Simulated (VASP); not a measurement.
Input of a VASP 6.6.1 run:

The input INCAR:

```
ALGO     = Fast           # electronic algorithm
EDIFF    = 1E-6           # SCF threshold, eV
ENCUT    = 520            # plane-wave cutoff, eV
GGA      = PE             # functional
ISIF     = 2              # what is computed and relaxed
ISMEAR   = 0              # smearing method
LASPH    = T              # aspherical terms in the spheres
LCHARG   = F              # write CHGCAR
LREAL    = F              # projectors in reciprocal space
LWAVE    = F              # write WAVECAR
NBANDS   = 10             # bands
NELM     = 100            # most SCF steps
PREC     = Accurate       # precision mode
SIGMA    = 0.15           # smearing width, eV
```

File KPOINTS:

```
k-points
0
Gamma
  12 12 12
```

The input POSCAR:

```
Cs
1.0
   -3.0225000000      3.2491875000      3.0225000000
    3.0225000000     -3.2491875000      3.0225000000
    3.0225000000      3.2491875000     -3.0225000000
Cs
1
Direct
    0.0000000000      0.0000000000      0.0000000000
```

Potentials or basis: VASP PAW PBE potentials, release 64 (Cs_sv).

Command:

```sh
$ cat potpaw_PBE.64/Cs_sv/POTCAR > POTCAR
$ mpirun -np 1 vasp_std > vasp.out
```

**Question.** Estimate the pressure.

**Answer.** 0.0 GPa.

**Question.** What does it give for the band gap on the k mesh?

**Answer.** Zero (an odd number of electrons rules out a gap without spin polarisation).

Caveat: the cell differs from its parent crystal (strain +0.0750 x Voigt [0, 1, 0, 0, 0, 0]); spin-orbit coupling is left out, which moves the levels of the heavy elements.
